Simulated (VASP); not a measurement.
# TiO2 in VASP: single point with PBEsol

Aim: the single point of TiO2 with PBEsol.

Program: VASP 6.6.1. These are calculated values, not measurements. Logs are shortened: lines on timing, memory, paths and dates and some standing lists are left out, and cuts for length are marked.

## 1. The cell of the first run

The cell holds a slab with vacuum, 12 atoms: a = 6.567 Å, b = 6.567 Å, c = 10.464 Å, α = 90.00°, β = 90.00°, γ = 122.95°.

## 2. Single point, PBEsol

INCAR reads:

```
  PREC = Accurate
  ENCUT = 520
  EDIFF = 1E-7
  ISMEAR = 0
  SIGMA = 0.01
  LREAL = False
  LASPH = True
  NELM = 100
  ALGO = Normal
  ISIF = 2
  LWAVE = False
  LCHARG = True
  GGA = PS
  LELF = True
  LVHAR = True
  NBANDS = 60
```

KPOINTS reads:

```
Automatic mesh
0
Gamma
  3 3 2
```

POSCAR reads:

```
TiO2
1.0
    3.1357620000     -5.7698360000      0.0000000000
    3.1357620000      5.7698360000      0.0000000000
    0.0000000000      0.0000000000     10.4635350000
Ti O
4 8
Direct
    0.7542030000      0.2457970000      0.9995420000
    0.2537170000      0.2537170000      0.9426760000
    0.2457970000      0.7542030000      0.9995420000
    0.7462830000      0.7462830000      0.9426760000
    0.6094940000      0.8810860000      0.0382370000
    0.0000000000      0.0000000000      0.8605440000
    0.7563080000      0.2436920000      0.8439630000
    0.3905060000      0.1189140000      0.0382370000
    0.2436920000      0.7563080000      0.8439630000
    0.8810860000      0.6094940000      0.0382370000
    0.1189140000      0.3905060000      0.0382370000
    0.5000000000      0.5000000000      0.8526480000
```

Potentials or basis: VASP PAW PBE potentials, release 64 (Ti_sv, O).

On the command line:

```
> cat potpaw_PBE.64/Ti_sv/POTCAR potpaw_PBE.64/O/POTCAR > POTCAR
> mpirun -np 1 vasp_std > vasp.out
```

OUTCAR:

```text
PREC = Accurate
   ENCUT = 520
   EDIFF = 1E-7
   ISMEAR = 0
   LREAL = False
   LASPH = True
   NELM = 100
   ISIF = 2
   GGA = PS

 ion  position               nearest neighbor table
   1  0.754  0.246  1.000-   7 1.63   5 2.08  11 2.08  10 2.10   8 2.10
   2  0.254  0.254  0.943-   6 1.81  12 1.81  11 1.86   8 1.86
   3  0.246  0.754  1.000-   9 1.63   8 2.08  10 2.08   5 2.10  11 2.10
   4  0.746  0.746  0.943-   6 1.81  12 1.81  10 1.86   5 1.86
   5  0.609  0.881  0.038-   4 1.86   1 2.08   3 2.10
   6  0.000  0.000  0.861-   2 1.81   4 1.81
   7  0.756  0.244  0.844-   1 1.63
   8  0.391  0.119  0.038-   2 1.86   3 2.08   1 2.10
   9  0.244  0.756  0.844-   3 1.63
  10  0.881  0.609  0.038-   4 1.86   3 2.08   1 2.10
  11  0.119  0.391  0.038-   2 1.86   1 2.08   3 2.10
  12  0.500  0.500  0.853-   2 1.81   4 1.81

  LATTYP: Found a base centered orthorhombic cell.
 ALAT       =     6.2715240000
 B/A-ratio  =     1.8400108171
 C/A-ratio  =     1.6684198291

  Lattice vectors:

 A1 = (   3.1357620000,  -5.7698360000,   0.0000000000)
 A2 = (   3.1357620000,   5.7698360000,   0.0000000000)
 A3 = (   0.0000000000,   0.0000000000,  10.4635350000)

Analysis of symmetry for initial positions (statically):
=====================================================================
 Subroutine PRICEL returns:
 Original cell was already a primitive cell.

 Routine SETGRP: Setting up the symmetry group for a
 base centered orthorhombic supercell.

 Subroutine GETGRP returns: Found  4 space group operations
 (whereof  4 operations were pure point group operations)
 out of a pool of  8 trial point group operations.

The static configuration has the point symmetry C_2v.

Analysis of symmetry for dynamics (positions and initial velocities):
=====================================================================
 Subroutine PRICEL returns:
 Original cell was already a primitive cell.

 Routine SETGRP: Setting up the symmetry group for a
 base centered orthorhombic supercell.

 Subroutine GETGRP returns: Found  4 space group operations
 (whereof  4 operations were pure point group operations)
 out of a pool of  8 trial point group operations.

The dynamic configuration has the point symmetry C_2v.

[... 107 lines left out ...]
   ISIF   =      2    stress and relaxation
   ISYM   =      2    0-nonsym 1-usesym 2-fastsym
   POTIM  = 0.5000    time-step for ionic-motion
   TEBEG  =    0.0;   TEEND  =   0.0 temperature during run
   PSTRESS=    0.0 pullay stress
   NELECT =      96.0000    total number of electrons
   NUPDOWN=      -1.0000    fix difference up-down
   EMIN   =  10.00;   EMAX   =-10.00  energy-range for DOS
   EFERMI =   0.00;   METHOD = LEGACY
   ISMEAR =     0;   SIGMA  =   0.01  broadening in eV -4-tet -1-fermi 0-gaus
   EFERMI_NEDOS =   21; number of points for ismear=-14 and -15
   IALGO  =     38    algorithm
   IMIX   =      4    mixing-type and parameters
     AMIX     =   0.40;   BMIX     =  1.00
     AMIX_MAG =   1.60;   BMIX_MAG =  1.00
  volume/ion in A,a.u.               =      31.55       212.93
  Fermi-wavevector in a.u.,A,eV,Ry     =   1.036160  1.958059 14.607596  1.073628
  Thomas-Fermi vector in A             =   2.170538
   LORBIT       =      0    0 simple, 1 ext, 2 COOP (PROOUT), +10 PAW based schemes
   GGA     = PS    functional components
   LHFCALC =     F    Hartree Fock is set to
   AEXX    =    0.0000 exact exchange contribution
   IVDW    =     0    specifies the selected vdW correction
   LEPSILON=     F    determine dielectric tensor
   LRPA    =     F    only Hartree local field effects (RPA)
 non-spin polarized calculation
 Gauss-broadening in eV      SIGMA  =   0.01
  energy-cutoff  :      520.00
  volume of cell :      378.63
 maximum number of plane-waves:     10233
 NGX is ok and might be reduce to    50
   NGX = 25   NGY = 25   NGZ = 39

 number of electron      96.0000012 magnetization

 Free energy of the ion-electron system (eV)
  ---------------------------------------------------
  ext. energy  EPLUGINS =         0.00000000
  ---------------------------------------------------
  free energy    TOTEN  =      -108.06904190 eV

  energy without entropy =     -108.06904190  energy(sigma->0) =     -108.06904190

 E-fermi :  -3.4567     XC(G=0):  -4.9947

 val. band max:       -3.5852947112   @ k =   0.0000   0.0000   0.5000
 cond. band min:      -0.7688863400   @ k =   0.0000   0.0000   0.0000
 fundamental gap:      2.8164083712
 Fermi energy:        -3.4567128649

 k-point     1 :       0.0000    0.0000    0.0000
  band No.  band energies     occupation
      1     -59.5501      2.00000
      2     -59.5246      2.00000
      3     -58.9047      2.00000
      4     -58.8853      2.00000
      5     -36.2888      2.00000
      6     -36.0118      2.00000
[... 493 lines left out ...]
     59       1.6376      0.00000
     60       1.7373      0.00000

------------------------ aborting loop because EDIFF is reached ----------------------------------------

  FORCE on cell =-STRESS in cart. coord.  units (eV):
  Direction    XX          YY          ZZ          XY          YZ          ZX
  --------------------------------------------------------------------------------------
  -------------------------------------------------------------------------------------
  Total       -4.7721585     -4.6877580     -3.4216763      0.0000000      0.0000000      0.0000000
  in kB      -20.1934469    -19.8363049    -14.4788650      0.0000000      0.0000000      0.0000000
  external PRESSURE =     -18.1695389 kB  Pullay stress =       0.0000000 kB

 VOLUME and BASIS-vectors are now :
 -----------------------------------------------------------------------------
  energy-cutoff  :      520.00
  volume of cell :      378.63
      direct lattice vectors                 reciprocal lattice vectors
     3.135762000 -5.769836000  0.000000000     0.159450877 -0.086657576  0.000000000
     3.135762000  5.769836000  0.000000000     0.159450877  0.086657576  0.000000000
     0.000000000  0.000000000 10.463535000     0.000000000  0.000000000  0.095569996

 POSITION                                       TOTAL-FORCE (eV/Angst)
 -----------------------------------------------------------------------------------
      3.13576     -2.93342     10.45874         0.000000      0.082360     -0.398552
      1.59119      0.00000      9.86372        -0.177852      0.000000     -0.060831
      3.13576      2.93342     10.45874         0.000000     -0.082360     -0.398552
      4.68033      0.00000      9.86372         0.177852      0.000000     -0.060831
      4.67410      1.56704      0.40009         0.032506     -0.012089     -0.212877
      0.00000      0.00000      9.00433         0.000000      0.000000      0.167066
      3.13576     -2.95771      8.83084         0.000000      0.133714      0.679310
      1.59742     -1.56704      0.40009        -0.032506      0.012089     -0.212877
      3.13576      2.95771      8.83084         0.000000     -0.133714      0.679310
      4.67410     -1.56704      0.40009         0.032506      0.012089     -0.212877
      1.59742      1.56704      0.40009        -0.032506     -0.012089     -0.212877
      3.13576      0.00000      8.92171         0.000000      0.000000      0.244589
 -----------------------------------------------------------------------------------
    total drift:                                0.000000     -0.000000     -0.001403

  FREE ENERGIE OF THE ION-ELECTRON SYSTEM (eV)
  ---------------------------------------------------
  free  energy   TOTEN  =      -108.0690419020 eV

  energy  without entropy=     -108.0690419020  energy(sigma->0) =     -108.06904190
```

Run time: 5.5 min. Hardware: 1 thread of Intel Xeon Platinum 8375C at 2.90GHz (Ice Lake), shared host; peak memory 0.49 GiB.

Results:

* Free energy: -108.0690 eV
* Largest force: 0.692 eV/Å
* Band gap on the k mesh: 2.82 eV

Forces on the atoms (eV/Å):
```
Ti   0.000  0.082 -0.399
Ti  -0.178  0.000 -0.061
Ti   0.000 -0.082 -0.399
Ti   0.178  0.000 -0.061
O    0.033 -0.012 -0.213
O    0.000  0.000  0.167
O    0.000  0.134  0.679
O   -0.033  0.012 -0.213
O    0.000 -0.134  0.679
O    0.033  0.012 -0.213
O   -0.033 -0.012 -0.213
O    0.000  0.000  0.245
```

Levels at points of the mesh, in eV from the valence-band top:
| k point | band 45 | band 46 | band 47 | band 48 | band 49 | band 50 | band 51 | band 52 |
| --- | --- | --- | --- | --- | --- | --- | --- | --- |
| (0.00, 0.00, 0.00) | -0.95 | -0.47 | -0.35 | 0.00 | 2.82 | 3.10 | 3.12 | 3.12 |
| (0.00, 0.00, 0.50) | -0.95 | -0.47 | -0.35 | 0.00 | 2.82 | 3.10 | 3.12 | 3.12 |

Caveat: the PAW data sets were made with another functional, which shifts forces and pressure a little.
